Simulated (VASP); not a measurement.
Runs of VASP 6.6.1 on SiSe. The structure is that of space group P-6m2 (No. 187), or close to it. The cells are those of the table. 

| level | cell | k mesh | grid for exact exchange (PRECFOCK) | share of exact exchange | gap on the mesh (eV) | pressure (GPa) |
| --- | --- | --- | --- | --- | --- | --- |
| PBE | a = 3.595, b = 3.595, c = 3.599 Å, angles 90.0, 90.0, 120.0°, 2 atoms | 9 × 9 × 7 | - | - | none | (b) |
| PBE | a = 3.547, b = 3.547, c = 3.550 Å, angles 90.0, 90.0, 120.0°, 2 atoms | 9 × 9 × 7 | - | - | none | 2.8 |
| r2SCAN-based global hybrid with 35 % exact exchange | a = 3.595, b = 3.595, c = 3.599 Å, angles 90.0, 90.0, 120.0°, 2 atoms | 5 × 5 × 4 | Normal | 0.35 | none | (a) |
| r2SCAN-based global hybrid with 15 % exact exchange | a = 3.595, b = 3.595, c = 3.599 Å, angles 90.0, 90.0, 120.0°, 2 atoms | 5 × 5 × 4 | Normal | 0.15 | none | -2.2 |
| r2SCAN-based global hybrid with 10 % exact exchange | a = 3.595, b = 3.595, c = 3.599 Å, angles 90.0, 90.0, 120.0°, 2 atoms | 5 × 5 × 4 | Normal | 0.1 | none | -1.8 |

Alike in all rows: task single point; potentials or basis VASP PAW PBE potentials, release 64 (Si, Se); no spin polarisation; cutoff (eV) 520; smearing fermi-dirac 0.05 eV.

Estimate the missing entries.

(a) -3.6; (b) 0.4.

Caveats: some runs use coarse meshes; the PAW data sets were made with another functional, which shifts forces and pressure a little (at least some runs).

A k mesh can miss the band edges, and the runs leave out spin-orbit coupling on Se.

A gap of «none» marks levels without a gap at the run's occupations.
